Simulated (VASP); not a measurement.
Input of a VASP 6.6.1 run:

The input INCAR:

```
SYSTEM = Sn2SeS3
PREC = Accurate
ENCUT = 600
EDIFF = 1E-6
ISMEAR = 0
SIGMA = 0.1
LREAL = .False.
LASPH = .True.
NELM = 80
ALGO = Normal
ISIF = 3
LWAVE = .False.
LCHARG = .False.
GGA = PE
IBRION = 2
NSW = 100
EDIFFG = -0.01
```

Contents of KPOINTS:

```
regular mesh
0
Gamma
  12 12 4
  0 0 0
```

The input POSCAR:

```
Sn2SeS3
1.0
    4.1667593834      0.0000000000      0.0000000000
   -2.0833796917      3.6085194775      0.0000000000
    0.0000000000      0.0000000000      8.9374997500
Sn Se S
2 1 3
Direct
    0.6666666667      0.3333333333      0.7983305668
    0.3333333333      0.6666666667      0.2016694332
    0.0000000000      0.0000000000      0.0000000000
    0.6666666667      0.3333333333      0.3431678370
    0.3333333333      0.6666666667      0.6568321630
    0.0000000000      0.0000000000      0.5000000000
```

Potentials or basis: VASP PAW PBE potentials, release 64 (Sn_d, Se, S).

The run is started by

```console
$ cat potpaw_PBE.64/Sn_d/POTCAR potpaw_PBE.64/Se/POTCAR potpaw_PBE.64/S/POTCAR > POTCAR
$ mpirun -np 1 vasp_std > vasp.out
```

Predict the space group after relaxing (to 0.1 Å).

P-3m1 (No. 164).

Estimate the relaxed cell.

a = 4.134 Å, b = 4.134 Å, c = 9.100 Å, α = 90.00°, β = 90.00°, γ = 120.00°.

Estimate the relaxed volume.

22.44 Å³/atom.

Predict the band gap on the k mesh.

zero (bands 26 and 27 overlap by 1.27 eV).

Final structure:
```cif
data_structure
_symmetry_space_group_name_H-M 'P 1'
_symmetry_Int_Tables_number 1
_cell_length_a 4.1336
_cell_length_b 4.1336
_cell_length_c 9.0996
_cell_angle_alpha 90.000
_cell_angle_beta 90.000
_cell_angle_gamma 120.000
_cell_volume 134.65
loop_
_atom_site_label
_atom_site_type_symbol
_atom_site_fract_x
_atom_site_fract_y
_atom_site_fract_z
_atom_site_occupancy
Sn1 Sn 0.66667 0.33333 0.79956 1
Sn2 Sn 0.33333 0.66667 0.20044 1
Se1 Se 0.00000 0.00000 0.00000 1
S1 S 0.66667 0.33333 0.34452 1
S2 S 0.33333 0.66667 0.65548 1
S3 S 0.00000 0.00000 0.50000 1
```

Caveat: spin-orbit coupling is left out, which moves the levels of the heavy elements.
